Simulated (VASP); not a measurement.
Input of a VASP 6.6.1 run:

File INCAR:

```
PREC     = Accurate       # precision mode
ENCUT    = 600            # plane-wave cutoff, eV
EDIFF    = 1E-6           # SCF threshold, eV
ISMEAR   = -1             # smearing method
SIGMA    = 0.1            # smearing width, eV
LREAL    = F              # projectors in reciprocal space
LASPH    = T              # aspherical terms in the spheres
NELM     = 80             # most SCF steps
ALGO     = Normal         # electronic algorithm
ISIF     = 3              # what is computed and relaxed
LWAVE    = F              # write WAVECAR
LCHARG   = F              # write CHGCAR
GGA      = PS             # functional
IBRION   = 2              # ionic algorithm
NSW      = 100            # ionic steps
EDIFFG   = -0.002         # ionic threshold
PSTRESS  = 40.0
```

KPOINTS

```
regular mesh
0
Gamma
  16 16 12
```

POSCAR

```
MgB2
1.0
    3.0645010570      0.0000000000      0.0000000000
   -1.5322505285      2.6539357653      0.0000000000
    0.0000000000      0.0000000000      3.4965793458
Mg B
1 2
Direct
    0.0000000000      0.0000000000      0.0000000000
    0.3333333333      0.6666666667      0.5000000000
    0.6666666667      0.3333333333      0.5000000000
```

Potentials or basis: VASP PAW PBE potentials, release 64 (Mg, B).

Command:

```bash
$ cat potpaw_PBE.64/Mg/POTCAR potpaw_PBE.64/B/POTCAR > POTCAR
$ mpirun -np 1 vasp_std > vasp.out
```

Problem. Predict the relaxed cell.

Solution. a = 3.044 Å, b = 3.044 Å, c = 3.452 Å, α = 90.00°, β = 90.00°, γ = 120.00°.

Problem. Estimate the relaxed volume.

Solution. 9.23 Å³/atom.

Final structure:
```cif
data_structure
_symmetry_space_group_name_H-M 'P 1'
_symmetry_Int_Tables_number 1
_cell_length_a 3.0442
_cell_length_b 3.0442
_cell_length_c 3.4518
_cell_angle_alpha 90.000
_cell_angle_beta 90.000
_cell_angle_gamma 120.000
_cell_volume 27.70
loop_
_atom_site_label
_atom_site_type_symbol
_atom_site_fract_x
_atom_site_fract_y
_atom_site_fract_z
_atom_site_occupancy
Mg1 Mg 0.00000 0.00000 0.00000 1
B1 B 0.33333 0.66667 0.50000 1
B2 B 0.66667 0.33333 0.50000 1
```

Caveat: the cell is relaxed towards a set pressure, so the run minimises the enthalpy, not the energy; the PAW data sets were made with another functional, which shifts forces and pressure a little.
